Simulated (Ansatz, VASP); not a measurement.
## Cu: VASP beside Ansatz

```xyz
1
Lattice="2.4557 0.0000 0.0000 0.0000 2.4557 0.0000 0.0000 0.0000 2.4557" Properties=species:S:1:pos:R:3 pbc="T T T"
Cu    0.0000    0.0000    0.0000
```

Alike in both runs: functional BLYP; k mesh 13 × 13 × 13; occupations fermi-dirac, width 0.1 eV; no spin polarisation.

Ansatz relaxed the structure, and its values are those at the end. VASP's run is a single point on that final structure, the one shown.

|  | VASP | Ansatz |
| --- | --- | --- |
| version | VASP 6.6.1 | Ansatz 0.2.0 |
| potentials or method | VASP PAW PBE potentials, release 64 (Cu), cutoff 520 eV | plane waves (420 eV) with PAW, scalar-relativistic |
| valence electrons in the cell | 11 | 19 |

```tsv
	VASP	Ansatz	Ansatz less VASP
pressure (GPa)	0.5	0.0	-0.43
```

VASP's potentials were made for PBE, not for BLYP. VASP's potentials hold 11 valence electrons a cell and Ansatz's 19, so a difference there can come from the potentials and not from the codes.
